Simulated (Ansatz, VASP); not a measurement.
Te: VASP beside Ansatz

```
Te
1.0
     4.47126    0.00000    0.00000
    -2.23563    3.87222    0.00000
     0.00000    0.00000    5.94875
Te
3
Direct
  0.26419 0.00000 0.33333
  0.00000 0.26419 0.66667
  0.73581 0.73581 0.00000
```

Alike in both runs: task single point; functional PBE; k mesh 6 × 6 × 4; occupations fermi-dirac, width 0.02 eV; no spin polarisation.

```csv
,VASP,Ansatz
version,VASP 6.6.1,Ansatz 0.2.0
potentials or method,"VASP PAW PBE potentials, release 64 (Te)","plane waves, PAW"
plane-wave cutoff (eV),520,420
valence electrons in the cell,18,48
```

```tsv
	VASP	Ansatz	Ansatz less VASP
pressure (GPa)	1.4	1.4	-0.01
traceless stress, the component that is largest in VASP (GPa)	0.17	0.15	-0.020
rms of the force components (eV/Å)	0.132	0.125	-0.0072
```

Atom by atom the forces differ by 0.007 eV/Å (rms over components). VASP's potentials hold 18 valence electrons a cell and Ansatz's 48, so a difference there can come from the potentials and not from the codes.

Neither program's run includes spin-orbit coupling.
